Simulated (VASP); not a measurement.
# VPt3 (Pm-3m) in VASP: notebook

The runs below take VPt3 through single point, with LDA.

All numbers are computed with VASP 6.6.1; they aren't measurements. Logs are shortened: lines on timing, memory, paths and dates and some standing lists are left out, and cuts for length are marked.

### Step 1. The cell of the first run

It takes space group Pm-3m (No. 221, cubic). Conventional cell: a = 3.879 Å, b = 3.879 Å, c = 3.879 Å, α = 90.00°, β = 90.00°, γ = 90.00°. Within 3.6 Å of V (site symmetry m-3m) lie 12 Pt at 2.74 Å. Within 3.6 Å of Pt (site symmetry 4/mmm) lie 4 V at 2.74 Å and 8 Pt at 2.74 Å.

### Step 2. Single point, LDA, collinear spin, ferromagnetic start

INCAR

```
SYSTEM = VPt3
PREC = Accurate ; ENCUT = 520
EDIFF = 1E-6 ; ISMEAR = -1
SIGMA = 0.1 ; LREAL = .FALSE.
LASPH = .TRUE. ; NELM = 150
ALGO = Normal ; ISIF = 2
LWAVE = .FALSE. ; LCHARG = .TRUE.
ISPIN = 2 ; MAGMOM = 1.62 0 0 0
LORBIT = 11 ; NUPDOWN = 1.62
LMAXMIX = 4 ; GGA = CA
LELF = .TRUE. ; LVHAR = .TRUE.
NBANDS = 34
```

KPOINTS

```
Automatic mesh
0
G
  7 7 7
  0 0 0
```

POSCAR

```
VPt3
1.0
    3.8790000000      0.0000000000      0.0000000000
    0.0000000000      3.8790000000      0.0000000000
    0.0000000000      0.0000000000      3.8790000000
V Pt
1 3
Direct
    0.0000000000      0.0000000000      0.0000000000
    0.0000000000      0.5000000000      0.5000000000
    0.5000000000      0.0000000000      0.5000000000
    0.5000000000      0.5000000000      0.0000000000
```

Potentials or basis: VASP PAW LDA potentials, release 64 (V_sv, Pt).

The run is started by

```console
$ cat potpaw_LDA.64/V_sv/POTCAR potpaw_LDA.64/Pt/POTCAR > POTCAR
$ mpirun -np 1 vasp_std > vasp.out
```

OUTCAR:

```text
SYSTEM = VPt3
   PREC = Accurate
   ENCUT = 520
   EDIFF = 1E-6
   ISMEAR = -1
   LREAL = .FALSE.
   LASPH = .TRUE.
   NELM = 150
   ISIF = 2
   ISPIN = 2
   LORBIT = 11
   NUPDOWN = 1.62
   GGA = CA

 ion  position               nearest neighbor table
   1  0.000  0.000  0.000-   2 2.74   3 2.74   4 2.74   2 2.74   3 2.74   2 2.74   4 2.74   2 2.74
                             3 2.74   4 2.74   3 2.74   4 2.74
   2  0.000  0.500  0.500-   1 2.74   3 2.74   4 2.74   1 2.74   4 2.74   1 2.74   3 2.74   1 2.74
                             3 2.74   4 2.74   4 2.74   3 2.74
   3  0.500  0.000  0.500-   1 2.74   2 2.74   4 2.74   1 2.74   4 2.74   2 2.74   4 2.74   4 2.74
                             1 2.74   2 2.74   1 2.74   2 2.74
   4  0.500  0.500  0.000-   1 2.74   2 2.74   3 2.74   2 2.74   3 2.74   1 2.74   3 2.74   3 2.74
                             1 2.74   2 2.74   2 2.74   1 2.74

  LATTYP: Found a simple cubic cell.
 ALAT       =     3.8790000000

  Lattice vectors:

 A1 = (   3.8790000000,   0.0000000000,   0.0000000000)
 A2 = (   0.0000000000,   3.8790000000,   0.0000000000)
 A3 = (   0.0000000000,   0.0000000000,   3.8790000000)

Analysis of symmetry for initial positions (statically):
=====================================================================
 Subroutine PRICEL returns:
 Original cell was already a primitive cell.

 Routine SETGRP: Setting up the symmetry group for a
 simple cubic supercell.

 Subroutine GETGRP returns: Found 48 space group operations
 (whereof 48 operations were pure point group operations)
 out of a pool of 48 trial point group operations.

The static configuration has the point symmetry O_h .

Analysis of symmetry for dynamics (positions and initial velocities):
=====================================================================
 Subroutine PRICEL returns:
 Original cell was already a primitive cell.

 Routine SETGRP: Setting up the symmetry group for a
 simple cubic supercell.

 Subroutine GETGRP returns: Found 48 space group operations
 (whereof 48 operations were pure point group operations)
 out of a pool of 48 trial point group operations.

The dynamic configuration has the point symmetry O_h .

Analysis of structural, dynamic, and magnetic symmetry:
=====================================================================
 Subroutine PRICEL returns:
 Original cell was already a primitive cell.

 Routine SETGRP: Setting up the symmetry group for a
 simple cubic supercell.

 Subroutine GETGRP returns: Found 48 space group operations
 (whereof 48 operations were pure point group operations)
 out of a pool of 48 trial point group operations.

The overall configuration has the point symmetry O_h .

 Subroutine INISYM returns: Found 48 space group operations
 (whereof 48 operations are pure point group operations),
 and found     1 'primitive' translations

[... 128 lines left out ...]
 NGX is ok and might be reduce to    30
   NGX = 15   NGY = 15   NGZ = 15

 number of electron      42.9999996 magnetization       1.6200001

 Free energy of the ion-electron system (eV)
  ---------------------------------------------------
  ext. energy  EPLUGINS =         0.00000000
  ---------------------------------------------------
  free energy    TOTEN  =       -34.20789395 eV

  energy without entropy =      -34.05618971  energy(sigma->0) =      -34.13204183

 E-fermi :  11.2002     XC(G=0): -13.6087

 val. band max:       11.4440092688   @ k =   0.2857   0.0000   0.0000
 cond. band min:      11.2039617908   @ k =   0.4286   0.4286   0.4286
 fundamental gap:     -0.2400474780
 Fermi energy:        11.4541019665

 spin component 1

 k-point     1 :       0.0000    0.0000    0.0000
  band No.  band energies     occupation
      1     -53.1947      1.00000
      2     -27.4405      1.00000
      3     -27.4405      1.00000
      4     -27.4405      1.00000
      5       1.2100      1.00000
      6       3.9747      1.00000
[... 709 lines left out ...]
     32      20.3150      0.00000
     33      25.9221      0.00000
 Fermi energy:        11.2002412892

 spin component 2

 k-point     1 :       0.0000    0.0000    0.0000
  band No.  band energies     occupation
      1     -51.9003      1.00000
      2     -26.1811      1.00000
      3     -26.1811      1.00000
      4     -26.1811      1.00000
      5       1.3010      1.00000
      6       4.0311      1.00000
[... 709 lines left out ...]
     32      20.6977      0.00000
     33      25.9660      0.00000
 [bands above 33 left out]

------------------------ aborting loop because EDIFF is reached ----------------------------------------

  FORCE on cell =-STRESS in cart. coord.  units (eV):
  Direction    XX          YY          ZZ          XY          YZ          ZX
  --------------------------------------------------------------------------------------
  -------------------------------------------------------------------------------------
  Total       -2.3850138     -2.3850138     -2.3850138      0.0000000      0.0000000     -0.0000000
  in kB      -65.4699695    -65.4699695    -65.4699695      0.0000000      0.0000000     -0.0000000
  external PRESSURE =     -65.4699695 kB  Pullay stress =       0.0000000 kB

 VOLUME and BASIS-vectors are now :
 -----------------------------------------------------------------------------
  energy-cutoff  :      520.00
  volume of cell :       58.37
      direct lattice vectors                 reciprocal lattice vectors
     3.879000000  0.000000000  0.000000000     0.257798402  0.000000000  0.000000000
     0.000000000  3.879000000  0.000000000     0.000000000  0.257798402  0.000000000
     0.000000000  0.000000000  3.879000000     0.000000000  0.000000000  0.257798402

 POSITION                                       TOTAL-FORCE (eV/Angst)
 -----------------------------------------------------------------------------------
      0.00000      0.00000      0.00000         0.000000      0.000000      0.000000
      0.00000      1.93950      1.93950         0.000000      0.000000      0.000000
      1.93950      0.00000      1.93950         0.000000      0.000000      0.000000
      1.93950      1.93950      0.00000         0.000000      0.000000      0.000000
 -----------------------------------------------------------------------------------
    total drift:                                0.000000      0.000000     -0.000000

  FREE ENERGIE OF THE ION-ELECTRON SYSTEM (eV)
  ---------------------------------------------------
  free  energy   TOTEN  =       -34.2078939461 eV

  energy  without entropy=      -34.0561897136  energy(sigma->0) =      -34.13204183

 total charge

# of ion       s       p       d       tot
------------------------------------------
    1        2.262   6.186   2.974  11.422
    2        0.700   0.681   8.055   9.436
    3        0.700   0.681   8.055   9.436
    4        0.700   0.681   8.055   9.436
--------------------------------------------------
tot          4.361   8.228  27.141  39.730

 magnetization (x)

# of ion       s       p       d       tot
------------------------------------------
    1        0.010   0.013   1.353   1.377
    2       -0.005   0.006   0.038   0.039
    3       -0.005   0.006   0.038   0.039
    4       -0.005   0.006   0.038   0.039
--------------------------------------------------
tot         -0.005   0.031   1.468   1.495
```

OSZICAR:

```text
N       E                     dE             d eps       ncg     rms          rms(c)
DAV:   1     0.355372192100E+03    0.35537E+03   -0.21348E+04  2720   0.129E+03
DAV:   2    -0.248746272717E+02   -0.38025E+03   -0.35945E+03  2800   0.358E+02
DAV:   3    -0.372368111616E+02   -0.12362E+02   -0.12038E+02  3136   0.690E+01
DAV:   4    -0.373557625036E+02   -0.11895E+00   -0.11883E+00  3024   0.668E+00
DAV:   5    -0.373576375992E+02   -0.18751E-02   -0.18750E-02  3134   0.902E-01    0.280E+01
DAV:   6    -0.380650793272E+02   -0.70744E+00   -0.21449E+01  2842   0.300E+01    0.235E+01
DAV:   7    -0.355483567324E+02    0.25167E+01   -0.33595E+01  2918   0.427E+01    0.152E+01
DAV:   8    -0.343809093722E+02    0.11674E+01   -0.12594E+00  2868   0.807E+00    0.587E+00
DAV:   9    -0.341978223476E+02    0.18309E+00   -0.66958E-01  3088   0.419E+00    0.177E+00
DAV:  10    -0.342168009876E+02   -0.18979E-01   -0.33011E-02  2916   0.107E+00    0.107E+00
DAV:  11    -0.342077858970E+02    0.90151E-02   -0.24541E-02  2954   0.920E-01    0.299E-01
DAV:  12    -0.342079852645E+02   -0.19937E-03   -0.85147E-04  2960   0.194E-01    0.160E-01
DAV:  13    -0.342079105578E+02    0.74707E-04   -0.21829E-04  2996   0.808E-02    0.716E-02
DAV:  14    -0.342078924702E+02    0.18088E-04   -0.13498E-04  3102   0.599E-02    0.250E-02
DAV:  15    -0.342078945394E+02   -0.20691E-05   -0.60491E-06  2926   0.182E-02    0.129E-02
DAV:  16    -0.342078939461E+02    0.59333E-06   -0.26169E-06  1840   0.788E-03
   1 F= -.34207894E+02 E0= -.34132042E+02  d E =-.151704E+00  mag=     1.6200
```

stdout:

```text
POSCAR found type information on POSCAR V Pt
 POSCAR found :  2 types and       4 ions
 scaLAPACK will be used
 LDA part: xc-table for (Slater(with rela. corr.)+CA(PZ))
 , standard interpolation
 POSCAR, INCAR and KPOINTS ok, starting setup
 FFT: planning ... GRIDC
 FFT: planning ... GRID_SOFT
 FFT: planning ... GRID
 WAVECAR not read
 entering main loop
```

Run time: 54 s. Hardware: 1 thread of Intel Xeon Platinum 8488C (Sapphire Rapids), shared host; peak memory 0.19 GiB.

Results:

```
Free energy                                           : -34.2079 eV
Pressure                                              : -6.5 GPa
Net moment                                            : 1.62 μB per cell
Site moments                                          : V +1.38; Pt +0.04 μB
Valence electrons inside the program's atomic spheres : V 11.42; Pt 9.44
```

Caveat: spin-orbit coupling is left out, which moves the levels of the heavy elements; the total moment is fixed, so each spin has its own Fermi level.

### Step 3. Single point, LDA, collinear spin, ferromagnetic start

INCAR

```
  PREC = Accurate
  ENCUT = 520
  EDIFF = 1E-7
  ISMEAR = -1
  SIGMA = 0.1
  LREAL = False
  LASPH = True
  NELM = 150
  ALGO = Normal
  ISIF = 2
  LWAVE = False
  LCHARG = True
  ISPIN = 2
  MAGMOM = 2.27 0 0 0
  LORBIT = 11
  NUPDOWN = 2.27
  LMAXMIX = 4
  LELF = True
  LVHAR = True
  NBANDS = 34
```

KPOINTS

```
regular mesh
0
Gamma
  7 7 7
```

POSCAR is that of step 2.

Potentials or basis: VASP PAW LDA potentials, release 64 (V_sv, Pt).

The run is started by

```console
$ cat potpaw_LDA.64/V_sv/POTCAR potpaw_LDA.64/Pt/POTCAR > POTCAR
$ mpirun -np 1 vasp_std > vasp.out
```

Wall time 65 s (1 thread of Intel Xeon Platinum 8488C (Sapphire Rapids), shared host); peak memory 0.2 GiB.

Results (log left out):

```yaml
Free_energy: -34.0613 eV
Pressure: -5.9 GPa
Net_moment: 2.27 μB per cell
Site_moments: V +1.54; Pt +0.19 μB
Valence_electrons_inside_the_program's_atomic_spheres: V 11.44; Pt 9.43
```

Caveat: spin-orbit coupling is left out, which moves the levels of the heavy elements; the total moment is fixed, so each spin has its own Fermi level.

### Step 4. Single point, LDA, collinear spin, ferromagnetic start

INCAR

```
PREC = Accurate ; ENCUT = 520
EDIFF = 1E-7 ; ISMEAR = -1
SIGMA = 0.1 ; LREAL = False
LASPH = True ; NELM = 150
ALGO = Normal ; ISIF = 2
LWAVE = False ; LCHARG = False
ISPIN = 2 ; MAGMOM = 0.2 0 0 0
LORBIT = 11 ; LMAXMIX = 4
GGA = CA ; NBANDS = 34
```

KPOINTS is that of step 3.

POSCAR is that of step 3.

The run is started by

```console
$ cat potpaw_LDA.64/V_sv/POTCAR potpaw_LDA.64/Pt/POTCAR > POTCAR
$ mpirun -np 1 vasp_std > vasp.out
```

Wall time 65 s (1 thread of Intel Xeon Platinum 8488C (Sapphire Rapids), shared host); peak memory 0.19 GiB.

It converged, with:

```yaml
Free_energy: -34.1464 eV
Pressure: -7.6 GPa
Net_moment: 0.00 μB per cell
Valence_electrons_inside_the_program's_atomic_spheres: V 11.41; Pt 9.44
```

Levels at points of the mesh, in eV from the Fermi level:
Spin up:
| k point | band 19 | band 20 | band 21 | band 22 | band 23 | band 24 |
| --- | --- | --- | --- | --- | --- | --- |
| (0.00, 0.00, 0.00) | 0.17 | 0.17 | 1.01 | 1.01 | 1.55 | 1.55 |
Spin down:
```tsv
k point	band 18	band 19	band 20	band 21	band 22	band 23	band 24	band 25
(0.00, 0.00, 0.00)	0.17	0.17	0.17	1.01	1.01	1.55	1.55	1.55
```

Caveat: spin-orbit coupling is left out, which moves the levels of the heavy elements.

### Step 5. The runs side by side

| fixed moment (μB) | pressure (GPa) | moment (μB) |
| --- | --- | --- |
| 1.62 | -6.5 | 1.62 |
| 2.27 | -5.9 | 2.27 |
| - | -7.6 | 0.00 |

Alike in all rows: task single point; level LDA; potentials or basis VASP PAW LDA potentials, release 64 (V_sv, Pt); spin collinear, ferromagnetic start; cell as given; k mesh 7 × 7 × 7; cutoff (eV) 520; smearing fermi-dirac 0.1 eV.

Caveats: spin-orbit coupling is left out, which moves the levels of the heavy elements; the total moment is fixed, so each spin has its own Fermi level (some runs).

Total energies depend on the potentials used, so only differences within one code and one set of settings carry meaning.
